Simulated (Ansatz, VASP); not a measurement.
## One calculation of HfN, two programs

INCAR

```
  PREC = Accurate
  ENCUT = 520
  EDIFF = 1E-6
  ISMEAR = -1
  SIGMA = 0.05
  LREAL = False
  LASPH = True
  NELM = 100
  ALGO = Normal
  ISIF = 2
  LWAVE = False
  LCHARG = False
  GGA = PE
  NBANDS = 14
```

Contents of KPOINTS:

```
Automatic mesh
0
Gamma
  14 14 14
```

POSCAR

```
HfN
1.0
    2.7072662135      0.0000000000      0.0000000000
    0.0000000000      2.7072662135      0.0000000000
    0.0000000000      0.0000000000      2.7072662135
Hf N
1 1
Direct
    0.0000000000      0.0000000000      0.0000000000
    0.5000000000      0.5000000000      0.5000000000
```

Input for Ansatz:

```yaml
crystal:
  lattice:
    - [2.7072662135, 0.0, 0.0]
    - [0.0, 2.7072662135, 0.0]
    - [0.0, 0.0, 2.7072662135]
  atoms:
    - { symbol: Hf, position: [0.0, 0.0, 0.0] }
    - { symbol: "N", position: [0.5, 0.5, 0.5] }
kpoints:
  mp_grid: { grid: [14, 14, 14] }
scf:
  occupations: { method: fermi_dirac, width: 0.05 }
hamiltonian:
  xc: pbe
  pseudopotentials: { kind: all_electron, datasets: crystal }
output:
  forces: true
  stress: true
  eigenvalues: true
```

Change from the starting cell: volume scaled by 0.88, crystal datasets.

Alike in both runs: task single point; functional PBE; k mesh 14 × 14 × 14; occupations fermi-dirac, width 0.05 eV; no spin polarisation.

```csv
,VASP,Ansatz
version,VASP 6.6.1,Ansatz 0.2.0
potentials or method,"VASP PAW PBE potentials, release 64 (Hf_pv, N), cutoff 520 eV","all-electron PAW with datasets made for the crystal, scalar-relativistic"
```

|  | VASP | Ansatz | Ansatz less VASP |
| --- | --- | --- | --- |
| pressure (GPa) | 35.5 | 39.4 | +3.86 |

The pressures are high and differ by over a tenth, so treat them with care. Ansatz ran all-electron here, and VASP with PAW potentials.

Spin-orbit coupling is off throughout.
